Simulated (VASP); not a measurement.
Write the native input for VASP 6.6.1 that does the following.

```yaml
Task: single point
Functional: PBEsol
Potentials_or_basis: VASP PAW PBE potentials, release 64 (Ge_d)
Cutoff: 520 eV
k_mesh: 11 × 11 × 3
Occupations: gaussian, width 0.15 eV
Spin: no spin polarisation
Dipole_correction: no
Further_INCAR_settings: ALGO = Normal; EDIFF = 1e-06; NBANDS = 66
```

The structure of Ge lies in POSCAR:

```
Ge
1.0
   -2.0020822485     -3.4677081753      0.0000000000
    2.0020822485     -3.4677081753      0.0000000000
    0.0000000000      0.0000000000     15.1450496104
Ge
8
Direct
    0.0000000000      0.0000000000      0.1360999256
    0.0000000000      0.0000000000      0.2978718985
    0.0000000000      0.0000000000      0.5700717497
    0.0000000000      0.0000000000      0.7318437225
    0.6666666667      0.6666666667      0.0817075496
    0.3333333333      0.3333333333      0.3522642745
    0.3333333333      0.3333333333      0.5156793737
    0.6666666667      0.6666666667      0.7862360986
```

These files were run (other wordings do the same):

INCAR

```
PREC = Accurate ; ENCUT = 520
EDIFF = 1E-6 ; ISMEAR = 0
SIGMA = 0.15 ; LREAL = F
LASPH = T ; NELM = 100
ALGO = Normal ; ISIF = 2
LWAVE = F ; LCHARG = T
GGA = PS ; LELF = T
LVHAR = T ; NBANDS = 66
```

KPOINTS

```
regular mesh
0
Gamma
  11 11 3
```

Potentials or basis: VASP PAW PBE potentials, release 64 (Ge_d).

Launch:

```bash
$ cat potpaw_PBE.64/Ge_d/POTCAR > POTCAR
$ mpirun -np 1 vasp_std > vasp.out
```

Results of the run:

```
Pressure               : -0.2 GPa
Largest force          : 0.349 eV/Å
Band gap on the k mesh : zero (band 56 reaches 3.54 eV, above the bottom of band 57 at 2.87 eV)
```

Caveat: the PAW data sets were made with another functional, which shifts forces and pressure a little.

Run time: 9.2 min on 1 thread of Oxide Virtual Turin-like Processor, with other jobs on the host, peak memory 0.47 GiB.
